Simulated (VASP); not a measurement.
Wanted: the native input for a VASP 6.6.1 run.

| Quantity | Value |
| --- | --- |
| Task | single point |
| Functional | PBE |
| Potentials or basis | VASP PAW PBE potentials, release 64 (Ti_sv, Ge_d, Pt) |
| Cutoff | 520 eV |
| k mesh | 6 × 6 × 4 |
| Occupations | gaussian, width 0.1 eV |
| Spin | no spin polarisation |
| Dipole correction | no |
| Further INCAR settings | ALGO = Normal; EDIFF = 1e-07; NBANDS = 38 |

The structure of Ti3GePt lies in POSCAR:

```
Ti3GePt
1.0
    4.2444855500      0.0000000000      0.0000000000
   -2.1222427700      3.6758323100      0.0000000000
    0.0000000000      0.0000000000      4.8947175400
Ti Ge Pt
3 1 1
Direct
    0.5000000000      0.0000000000      0.5000000000
    0.0000000000      0.5000000000      0.5000000000
    0.5000000000      0.5000000000      0.5000000000
    0.0000000000      0.0000000000      0.5000000000
    0.0000000000      0.0000000000      0.0000000000
```

The cell was built from a structure type or drawn by symmetry, and may not be a known phase.

These files were run (other wordings do the same):

INCAR

```
SYSTEM = Ti3GePt
PREC = Accurate ; ENCUT = 520
EDIFF = 1E-7 ; ISMEAR = 0
SIGMA = 0.1 ; LREAL = .False.
LASPH = .True. ; NELM = 80
ALGO = Normal ; ISIF = 2
LWAVE = .False. ; LCHARG = .True.
GGA = PE ; LELF = .True.
LVHAR = .True. ; NBANDS = 38
```

KPOINTS

```
Automatic mesh
0
Gamma
  6 6 4
  0 0 0
```

Potentials or basis: VASP PAW PBE potentials, release 64 (Ti_sv, Ge_d, Pt).

Launch:

```bash
$ cat potpaw_PBE.64/Ti_sv/POTCAR potpaw_PBE.64/Ge_d/POTCAR potpaw_PBE.64/Pt/POTCAR > POTCAR
$ mpirun -np 1 vasp_std > vasp.out
```

It gave:

| Item | Value |
| --- | --- |
| Pressure | 79.9 GPa |
| Band gap on the k mesh | zero (bands 30 and 31 overlap by 1.56 eV) |

Caveat: the cell stands under pressure; spin-orbit coupling is left out, which moves the levels of the heavy elements.

Wall time 51 s on 1 thread of Intel(R) Xeon(R) 6975P-C (Granite Rapids) (shared host), peak memory 0.2 GiB.
